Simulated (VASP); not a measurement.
Input of a VASP 6.6.1 run:

Contents of INCAR:

```
PREC = Accurate ; ENCUT = 520
EDIFF = 1E-6 ; ISMEAR = -1
SIGMA = 0.2 ; LREAL = False
LASPH = True ; NELM = 100
ALGO = Normal ; ISIF = 2
LWAVE = False ; LCHARG = False
GGA = CA ; NBANDS = 10
```

KPOINTS

```
regular mesh
0
Gamma
  9 9 9
```

Contents of POSCAR:

```
K
1.0
   -2.5241928768      2.5241928768      2.5241928768
    2.5241928768     -2.5241928768      2.5241928768
    2.5241928768      2.5241928768     -2.5241928768
K
1
Direct
    0.0000000000      0.0000000000      0.0000000000
```

Potentials or basis: VASP PAW LDA potentials, release 64 (K_sv).

Command:

```bash
$ cat potpaw_LDA.64/K_sv/POTCAR > POTCAR
$ mpirun -np 1 vasp_std > vasp.out
```

(1) Predict the pressure.

## Answers

(1) 0.0 GPa.
